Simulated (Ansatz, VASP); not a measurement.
YZr2O2 in VASP and in Ansatz

```
Y Zr O
1.0
    -2.11749    2.11749    5.73530
     2.11749   -2.11749    5.73530
     2.11749    2.11749   -5.73530
Y Zr O
1 2 2
Direct
  0.00000 0.00000 0.00000
  0.75000 0.25000 0.50000
  0.25000 0.75000 0.50000
  0.19773 0.19773 0.00000
  0.80227 0.80227 0.00000
```

Change from the starting cell: species swapped into the YSi2Ir2 type (I4/mmm, No. 139).

Alike in both runs: functional PBE; k mesh 12 × 12 × 12; occupations gaussian, width 0.1 eV; no spin polarisation.

Ansatz relaxed the structure, and its values are those at the end. VASP's run is a single point on that final structure, the one shown.

|  | VASP | Ansatz |
| --- | --- | --- |
| version | VASP 6.6.1 | Ansatz 0.2.0 |
| potentials or method | VASP PAW PBE potentials, release 64 (Y_sv, Zr_sv, O), cutoff 520 eV | scalar-relativistic, plane waves, PAW |
| valence electrons in the cell | 47 | 47 |

```csv
,VASP,Ansatz,Ansatz less VASP
gap on the k mesh at the Fermi level (eV),none,none,-
pressure (GPa),0.1,0.0,-0.11
rms of the force components (eV/Å),0.003,0.002,-0.0017
```

A gap of «none» marks a metal or a gap that the smearing closes.
